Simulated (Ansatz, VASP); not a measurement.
One calculation of Mo2Ir, two programs

File INCAR:

```
SYSTEM = Mo2Ir
PREC     = Accurate       ! precision mode
ENCUT    = 600            ! plane-wave cutoff, eV
EDIFF    = 1E-6           ! SCF threshold, eV
ISMEAR   = 0              ! smearing method
SIGMA    = 0.1            ! smearing width, eV
LREAL    = .FALSE.        ! projectors in reciprocal space
LASPH    = .TRUE.         ! aspherical terms in the spheres
NELM     = 80             ! most SCF steps
ALGO     = Fast           ! electronic algorithm
ISIF     = 3              ! what is computed and relaxed
LWAVE    = .FALSE.        ! write WAVECAR
LCHARG   = .FALSE.        ! write CHGCAR
GGA      = PE             ! functional
IBRION   = 2              ! ionic algorithm
NSW      = 100            ! ionic steps
EDIFFG   = -0.01          ! ionic threshold
```

The input KPOINTS:

```
regular mesh
0
G
  10 10 10
  0 0 0
```

POSCAR

```
Mo2Ir
1.0
    0.0000000000      3.6128160086      3.6128160086
    3.6128160086      0.0000000000      3.6128160086
    3.6128160086      3.6128160086      0.0000000000
Mo Ir
4 2
Direct
    0.1250000000      0.1250000000      0.1250000000
    0.6250000000      0.1250000000      0.1250000000
    0.1250000000      0.1250000000      0.6250000000
    0.1250000000      0.6250000000      0.1250000000
    0.5000000000      0.5000000000      0.5000000000
    0.7500000000      0.7500000000      0.7500000000
```

Input for Ansatz:

```yaml
crystal:
  lattice:
    - [0.0, 3.6128160086, 3.6128160086]
    - [3.6128160086, 0.0, 3.6128160086]
    - [3.6128160086, 3.6128160086, 0.0]
  atoms:
    - { symbol: Mo, position: [0.125, 0.125, 0.125] }
    - { symbol: Mo, position: [0.625, 0.125, 0.125] }
    - { symbol: Mo, position: [0.125, 0.125, 0.625] }
    - { symbol: Mo, position: [0.125, 0.625, 0.125] }
    - { symbol: Ir, position: [0.5, 0.5, 0.5] }
    - { symbol: Ir, position: [0.75, 0.75, 0.75] }
basis:
  ecutwfc: 420
kpoints:
  mp_grid: { grid: [10, 10, 10] }
hamiltonian:
  xc: pbe
scf:
  occupations: { method: gaussian, width: 0.1 }
output:
  forces: true
  stress: true
  eigenvalues: true
relax:
  adjacent_minimum: "off"
  f_tol: 0.01
  max_steps: 80
  cell: { stress_tol: 0.05 }
```

Alike in both runs: task relaxation of cell and atoms; functional PBE; k mesh 10 × 10 × 10; occupations gaussian, width 0.1 eV; no spin polarisation.

```csv
,VASP,Ansatz
version,VASP 6.6.1,Ansatz 0.2.0
potentials or method,"VASP PAW PBE potentials, release 64 (Mo_sv, Ir), cutoff 600 eV","scalar-relativistic, plane waves, PAW"
valence electrons in the cell,74,90
```

VASP gave:

* gap on the k mesh at the Fermi level, each at its own relaxed structure (eV): none
* relaxed volume (Å³/atom): 15.72
* relaxed cell length with the largest relative difference (Å): 5.109

Q: Estimate Ansatz's values.

A: gap on the k mesh at the Fermi level, each at its own relaxed structure (eV): none; relaxed volume (Å³/atom): 15.70; relaxed cell length with the largest relative difference (Å): 5.107.

A gap of «none» marks a metal or a gap that the smearing closes. VASP's potentials hold 74 valence electrons a cell and Ansatz's 90, so a difference there can come from the potentials and not from the codes.

Spin-orbit coupling is off throughout. Noted on VASP's run: the relaxation stopped at its first step, so nothing moved.
